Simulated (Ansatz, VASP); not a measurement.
**Sc: VASP beside Ansatz**

File INCAR:

```
SYSTEM = Sc
PREC = Accurate
ENCUT = 600
EDIFF = 1E-6
ISMEAR = -1
SIGMA = 0.05
LREAL = .FALSE.
LASPH = .TRUE.
NELM = 60
ALGO = Normal
ISIF = 3
LWAVE = .FALSE.
LCHARG = .FALSE.
GGA = PS
IBRION = 2
NSW = 60
EDIFFG = -0.005
```

The input KPOINTS:

```
Automatic mesh
0
G
  11 11 11
  0 0 0
```

File POSCAR:

```
Sc
1.0
    0.0000000000      3.0949275353      3.0949275353
    3.0949275353      0.0000000000      3.0949275353
    3.0949275353      3.0949275353      0.0000000000
Sc
2
Direct
   -0.1250000000     -0.1250000000     -0.1250000000
    0.1250000000      0.1250000000      0.1250000000
```

Input for Ansatz:

```yaml
crystal:
  lattice:
    - [0.0, 3.0949275353, 3.0949275353]
    - [3.0949275353, 0.0, 3.0949275353]
    - [3.0949275353, 3.0949275353, 0.0]
  atoms:
    - { symbol: Sc, position: [-0.125, -0.125, -0.125] }
    - { symbol: Sc, position: [0.125, 0.125, 0.125] }
kpoints:
  mp_grid: { grid: [11, 11, 11] }
scf:
  occupations: { method: fermi_dirac, width: 0.05 }
hamiltonian:
  xc: pbesol
  pseudopotentials: { kind: paw }
output:
  forces: true
  stress: true
relax:
  f_tol: 0.005
  max_steps: 40
  cell: {}
```

Alike in both runs: task relaxation of cell and atoms; functional PBEsol; k mesh 11 × 11 × 11; occupations fermi-dirac, width 0.05 eV; no spin polarisation.

|  | VASP | Ansatz |
| --- | --- | --- |
| version | VASP 6.6.1 | Ansatz 0.2.0 |
| potentials or method | VASP PAW PBE potentials, release 64 (Sc_sv) | PAW with Ansatz's default frozen-core files, scalar-relativistic |
| plane-wave cutoff (eV) | 600 | 420 |
| valence electrons in the cell | 22 | 22 |

|  | VASP | Ansatz | Ansatz less VASP |
| --- | --- | --- | --- |
| relaxed volume (Å³/atom) | 30.71 | 30.66 | -0.048 |
| relaxed cell length with the largest relative difference (Å) | 4.429 | 4.426 | -0.0023 |

VASP's potentials were made for PBE, not for PBEsol.
